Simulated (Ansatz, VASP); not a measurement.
# Two plane-wave programs on MgS

Contents of INCAR:

```
ALGO = Normal ; EDIFF = 1E-6
ENCUT = 600 ; GGA = CA
GGA_COMPAT = False ; ISIF = 2
ISMEAR = 0 ; LASPH = True
LCHARG = True ; LELF = True
LREAL = False ; LVHAR = True
LWAVE = False ; NBANDS = 11
NELM = 120 ; PREC = Accurate
SIGMA = 0.01
```

Contents of KPOINTS:

```
k-points
0
Gamma
  6 6 6
```

Contents of POSCAR:

```
MgS
1.0
    0.0000000000      2.8248987398      2.7550644647
    2.8248987398      0.0000000000      2.7550644647
    2.8248987398      2.8248987398      0.0000000000
Mg S
1 1
Direct
    0.0000000000      0.0000000000      0.0000000000
    0.2500000000      0.2500000000      0.2500000000
```

Input for Ansatz:

```yaml
crystal:
  lattice:
    - [0.0, 2.8248987351, 2.7550644785]
    - [2.8248987351, 0.0, 2.7550644785]
    - [2.8248987351, 2.8248987351, 0.0]
  atoms:
    - { symbol: Mg, position: [0.0, 0.0, 0.0] }
    - { symbol: S, position: [0.25, 0.25, 0.25] }
basis:
  ecutwfc: 420
kpoints:
  mp_grid: { grid: [6, 6, 6] }
  band_path:
    path:
      - [0.0, 0.0, 0.0]
      - [0.0, 0.0, 0.0]
      - [0.5, 0.5, 0.0]
      - [0.0, 0.5, 0.5]
      - [0.5, 0.5, 0.5]
      - [0.0, 0.0, 0.5]
      - [0.0038149536, 0.0038149536, 0.0076299073]
      - [-0.0038149536, -0.0038149536, -0.0076299073]
      - [0.0038149536, 0.0038149536, 0.0076299073]
      - [-0.0038149536, -0.0038149536, -0.0076299073]
    npoints: 1
hamiltonian:
  xc: lda
  pseudopotentials: { kind: paw, azcp: { folder: soft_1 } }
scf:
  occupations: { method: fixed }
  n_extra_bands: 5
output:
  forces: true
  stress: true
  eigenvalues: true
```

Alike in both runs: task single point; functional LDA; k mesh 6 × 6 × 6; no spin polarisation.

|  | VASP | Ansatz |
| --- | --- | --- |
| version | VASP 6.6.1 | Ansatz 0.2.0 |
| potentials or method | VASP PAW LDA potentials, release 64 (Mg, S), cutoff 600 eV | scalar-relativistic, plane waves, PAW |
| occupations | gaussian, width 0.01 eV | fixed |
| valence electrons in the cell | 8 | 16 |

|  | VASP | Ansatz | Ansatz less VASP |
| --- | --- | --- | --- |
| gap on the k mesh at the Fermi level (eV) | 3.31 | 3.30 | -0.012 |
| least direct gap on the mesh (eV) | 3.31 | 3.30 | -0.012 |
| pressure (GPa) | -0.6 | -0.3 | +0.32 |
| traceless stress, the component that is largest in VASP (GPa) | 0.30 | 0.31 | +0.007 |

Ansatz warns that its potentials were made for another functional, while VASP's fit it. LDA's correlation is that of Perdew and Zunger in VASP and of Perdew and Wang (1992) in Ansatz. VASP's potentials hold 8 valence electrons a cell and Ansatz's 16, so a difference there can come from the potentials and not from the codes.
